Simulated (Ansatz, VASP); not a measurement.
## One calculation of ZnS, two programs

Contents of INCAR:

```
  PREC = Accurate
  ENCUT = 520
  EDIFF = 1E-8
  ISMEAR = -1
  SIGMA = 0.01
  LREAL = F
  LASPH = T
  NELM = 60
  ALGO = Normal
  ISIF = 2
  LWAVE = F
  LCHARG = F
  GGA = PS
  LEFG = T
  NBANDS = 16
```

KPOINTS

```
regular mesh
0
Gamma
  9 9 9
```

Contents of POSCAR:

```
ZnS
1.0
    0.0000000000      2.7316965000      2.7046500000
    2.7316965000      0.0000000000      2.7046500000
    2.7316965000      2.7316965000      0.0000000000
Zn S
1 1
Direct
    0.0000000000      0.0000000000      0.0000000000
    0.7500000000      0.7500000000      0.7500000000
```

Input for Ansatz:

```yaml
crystal:
  lattice:
    - [0.0, 2.7316965, 2.70465]
    - [2.7316965, 0.0, 2.70465]
    - [2.7316965, 2.7316965, 0.0]
  atoms:
    - { symbol: Zn, position: [0.0, 0.0, 0.0] }
    - { symbol: S, position: [0.75, 0.75, 0.75] }
kpoints:
  mp_grid: { grid: [9, 9, 9] }
scf:
  occupations: { method: fermi_dirac, width: 0.01 }
hamiltonian:
  xc: pbesol
  pseudopotentials: { kind: all_electron, datasets: crystal }
output:
  forces: true
  stress: true
  eigenvalues: true
  efg: { contact_densities: true }
```

Change from the starting cell: equal xx and yy strain of +1 %, crystal datasets.

Alike in both runs: task electric field gradients; functional PBEsol; k mesh 9 × 9 × 9; occupations fermi-dirac, width 0.01 eV; no spin polarisation.

|  | VASP | Ansatz |
| --- | --- | --- |
| version | VASP 6.6.1 | Ansatz 0.2.0 |
| potentials or method | VASP PAW PBE potentials, release 64 (Zn, S), cutoff 520 eV | all-electron PAW with datasets made for the crystal, scalar-relativistic |

```tsv
	VASP	Ansatz	Ansatz less VASP
gap on the k mesh at the Fermi level (eV)	1.86	1.86	-0.001
pressure (GPa)	-3.3	-3.5	-0.16
traceless stress, the component that is largest in VASP (GPa)	0.28	0.29	+0.002
size of Vzz on the site where it differs most (V/Å²)	1.7	1.8	+0.10
```

VASP's potentials were made for PBE, not for PBEsol. Ansatz ran all-electron here, and VASP with PAW potentials.
